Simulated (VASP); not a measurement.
# Hf (P6/mmm) in VASP: a series of runs, part 2 of 2

VASP 6.6.1. Earlier steps stand in the parts before.

### Step 4. Relaxation of cell and atoms, PBE

Contents of INCAR:

```
  PREC = Accurate
  ENCUT = 600
  EDIFF = 1E-6
  ISMEAR = 0
  SIGMA = 0.1
  LREAL = F
  LASPH = T
  NELM = 60
  ALGO = Fast
  ISIF = 3
  LWAVE = F
  LCHARG = F
  GGA = PE
  IBRION = 2
  NSW = 100
  EDIFFG = -0.01
```

Contents of KPOINTS:

```
Automatic mesh
0
Gamma
  12 12 16
```

Contents of POSCAR:

```
Hf
1.0
    4.9623295440      0.0000000000      0.0000000000
   -2.4811647720      4.2975034470      0.0000000000
    0.0000000000      0.0000000000      3.0862322500
Hf
3
Direct
    0.6666666700      0.3333333300      0.5000000000
    0.3333333300      0.6666666700      0.5000000000
    0.0000000000      0.0000000000      0.0000000000
```

Potentials or basis: VASP PAW PBE potentials, release 64 (Hf_pv).

On the command line:

```bash
cat potpaw_PBE.64/Hf_pv/POTCAR > POTCAR
mpirun -np 1 vasp_std > vasp.out
```

OUTCAR:

```text
PREC = Accurate
   ENCUT = 600
   EDIFF = 1E-6
   ISMEAR = 0
   LREAL = F
   LASPH = T
   NELM = 60
   ISIF = 3
   GGA = PE
   IBRION = 2
   NSW = 100
   EDIFFG = -0.01

 ion  position               nearest neighbor table
   1  0.667  0.333  0.500-   2 2.87   2 2.87   2 2.87   3 3.25   3 3.25   3 3.25   3 3.25   3 3.25
                             3 3.25
   2  0.333  0.667  0.500-   1 2.87   1 2.87   1 2.87   3 3.25   3 3.25   3 3.25   3 3.25   3 3.25
                             3 3.25
   3  0.000  0.000  0.000-   1 3.25   2 3.25   1 3.25   2 3.25   2 3.25   2 3.25   1 3.25   1 3.25
                             1 3.25   1 3.25   2 3.25   2 3.25

  LATTYP: Found a hexagonal cell.
 ALAT       =     4.9623295440
 C/A-ratio  =     0.6219321435

  Lattice vectors:

 A1 = (   4.9623295440,   0.0000000000,   0.0000000000)
 A2 = (  -2.4811647720,   4.2975034470,   0.0000000000)
 A3 = (   0.0000000000,   0.0000000000,   3.0862322500)

Analysis of symmetry for initial positions (statically):
=====================================================================
 Subroutine PRICEL returns:
[... 182 lines left out ...]
  --------------------------------------------------------------------------------------
  -------------------------------------------------------------------------------------
  Total        0.6262094      0.6262094      0.5498657      0.0000000      0.0000000     -0.0000000
  in kB       15.2440281     15.2440281     13.3855658      0.0000000      0.0000000     -0.0000000
  external PRESSURE =      14.6245407 kB  Pullay stress =       0.0000000 kB
[... 61 lines left out ...]
--------------------------------------- Ionic step        3  -------------------------------------------

 number of electron      30.0000002 magnetization

 Free energy of the ion-electron system (eV)
  ---------------------------------------------------
  ext. energy  EPLUGINS =         0.00000000
  ---------------------------------------------------
  free energy    TOTEN  =       -29.64991178 eV

  energy without entropy =      -29.63787155  energy(sigma->0) =      -29.64389166

 E-fermi :   4.7697     XC(G=0): -11.3129

 val. band max:        4.7442832169   @ k =   0.5000  -0.0000   0.1875
 cond. band min:       4.7699881657   @ k =   0.3333   0.0833   0.1250
 fundamental gap:      0.0257049489
 Fermi energy:         4.7696846242

 k-point     1 :       0.0000    0.0000    0.0000
  band No.  band energies     occupation
      1     -25.9518      2.00000
      2     -25.9518      2.00000
      3     -25.8835      2.00000
      4     -25.8835      2.00000
      5     -25.5494      2.00000
      6     -25.3052      2.00000
[... 505 lines left out ...]
      6     -25.3345      2.00000
[... 11 lines left out ...]
     18       5.8010      0.00000
     19       6.4981      0.00000

 [... further k-points ...]

------------------------ aborting loop because EDIFF is reached ----------------------------------------

  FORCE on cell =-STRESS in cart. coord.  units (eV):
  Direction    XX          YY          ZZ          XY          YZ          ZX
  --------------------------------------------------------------------------------------
  -------------------------------------------------------------------------------------
  Total        0.0239187      0.0239187     -0.0287572      0.0000000     -0.0000000     -0.0000000
  in kB        0.5748584      0.5748584     -0.6911463      0.0000000     -0.0000000     -0.0000000
  external PRESSURE =       0.1528569 kB  Pullay stress =       0.0000000 kB
[... 18 lines left out ...]
  FREE ENERGIE OF THE ION-ELECTRON SYSTEM (eV)
  ---------------------------------------------------
  free  energy   TOTEN  =       -29.6499117791 eV

  energy  without entropy=      -29.6378715465  energy(sigma->0) =      -29.64389166

 reached required accuracy - stopping structural energy minimisation
```

OSZICAR:

```text
N       E                     dE             d eps       ncg     rms          rms(c)
DAV:   1     0.106184445556E+03    0.10618E+03   -0.18335E+04  6538   0.167E+03
DAV:   2    -0.232896113511E+02   -0.12947E+03   -0.12527E+03  7259   0.348E+02
[... 38 lines left out ...]
RMM:   5    -0.296499442044E+02   -0.96339E-04   -0.56066E-04  7230   0.169E-01    0.136E-01
RMM:   6    -0.296499049193E+02    0.39285E-04   -0.36831E-04  7027   0.134E-01    0.274E-02
RMM:   7    -0.296499117269E+02   -0.68076E-05   -0.87196E-05  8365   0.579E-02    0.625E-02
RMM:   8    -0.296499126296E+02   -0.90270E-06   -0.10472E-05  6651   0.223E-02    0.424E-02
RMM:   9    -0.296499116295E+02    0.10001E-05   -0.58161E-06  4900   0.144E-02    0.133E-02
RMM:  10    -0.296499117791E+02   -0.14954E-06   -0.10616E-06  4063   0.478E-03
   3 F= -.29649912E+02 E0= -.29643892E+02  d E =-.377856E-02
```

CONTCAR:

```text
Hf
   1.00000000000000
     4.9844381561794320    0.0000000000000000   -0.0000000000000000
    -2.4922190780897160    4.3166500667890846    0.0000000000000000
    -0.0000000000000000    0.0000000000000000    3.0983059805377677
  Hf
     3
Direct
     0.6666666699999979    0.3333333300000021    0.5000000000000000
     0.3333333300000021    0.6666666699999979    0.5000000000000000
     0.0000000000000000    1.0000000000000000    0.0000000000000000

  0.00000000E+00  0.00000000E+00  0.00000000E+00
  0.00000000E+00  0.00000000E+00  0.00000000E+00
  0.00000000E+00  0.00000000E+00  0.00000000E+00
```

It took 15 min on 1 thread of Intel Xeon Platinum 8259CL at 2.50GHz (Skylake/Cascade Lake), shared host; peak memory 0.37 GiB.

Results:

* Free energy: -29.6499 eV
* Relaxed volume: 22.22 Å³/atom
* Relaxed cell: a = 4.984 Å, b = 4.984 Å, c = 3.098 Å, α = 90.00°, β = 90.00°, γ = 120.00°
* Space group after relaxing (to 0.1 Å): P6/mmm (No. 191)
* Energy gained by relaxing: 1.3 meV/atom
* Ionic steps: 3
* Pressure after relaxing: 0.0 GPa
* Band gap on the k mesh: zero (bands 15 and 16 overlap by 0.98 eV)

Stress tensor (GPa, compression positive):
```
 0.06  0.00  0.00
 0.00  0.06  0.00
 0.00  0.00 -0.07
```

Step by step:
```tsv
step	energy change (eV)	largest force (eV/Å)	pressure (GPa)	volume (Å³)
1	0.0000	0.0000	1.46	65.82
2	0.0020	0.0000	-1.67	67.74
3	-0.0038	0.0000	0.02	66.66
```

Final structure:
```
Hf
1.0
     4.98444    0.00000    0.00000
    -2.49222    4.31665    0.00000
     0.00000    0.00000    3.09831
Hf
3
Direct
  0.66667 0.33333 0.50000
  0.33333 0.66667 0.50000
  0.00000 0.00000 0.00000
```

Caveat: spin-orbit coupling is left out, which moves the levels of the heavy elements.

### Step 5. Summary

| task | cell | k mesh | cutoff (eV) | gap on the mesh (eV) | pressure (GPa) |
| --- | --- | --- | --- | --- | --- |
| single point | a = 4.962, b = 4.962, c = 3.086 Å, angles 90.0, 90.0, 120.0°, 3 atoms | 6 × 6 × 6 | 520 | none | 1.5 |
| single point | a = 4.994, b = 4.994, c = 3.099 Å, angles 90.0, 90.0, 120.0°, 3 atoms | 12 × 12 × 16 | 520 | none | -0.5 |
| relaxation of cell and atoms | relaxed from a = 4.962, b = 4.962, c = 3.086 Å, angles 90.0, 90.0, 120.0°, 3 atoms | 12 × 12 × 16 | 600 | none | 0.0 |

Alike in all rows: level PBE; potentials or basis VASP PAW PBE potentials, release 64 (Hf_pv); no spin polarisation; smearing gaussian 0.1 eV.

Caveats: spin-orbit coupling is left out, which moves the levels of the heavy elements.

Absolute energies hang on the potentials; compare differences alone.
